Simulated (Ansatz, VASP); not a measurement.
# C in VASP and in Ansatz

```
C
1.0
     2.45545    0.00000    0.00000
    -1.22773    2.12648    0.00000
     0.00000    0.00000    6.73040
C
4
Cartesian
  0.0000 0.0000 1.6826
  0.0000 0.0000 5.0478
  0.0000 1.4177 1.6826
  1.2277 0.7088 5.0478
```

Alike in both runs: functional r2SCAN; dispersion D3(BJ); k mesh 21 × 21 × 6; occupations gaussian, width 0.1 eV; no spin polarisation.

Ansatz relaxed the structure, and its values are those at the end. VASP's run is a single point on that final structure, the one shown.

```csv
,VASP,Ansatz
version,VASP 6.6.1,Ansatz 0.2.0
potentials or method,"VASP PAW PBE potentials, release 64 (C), cutoff 520 eV","scalar-relativistic, plane waves, PAW"
valence electrons in the cell,16,16
```

Ansatz gave:

* gap on the k mesh at the Fermi level (eV): none
* pressure (GPa): 0.0

Problem. Which values does VASP return?

Solution. gap on the k mesh at the Fermi level (eV): none; pressure (GPa): 0.7.

VASP's potentials were made for PBE, not for r2SCAN. A gap of «none» marks a metal or a gap that the smearing closes. Ansatz's warnings: dispersion damping borrowed.
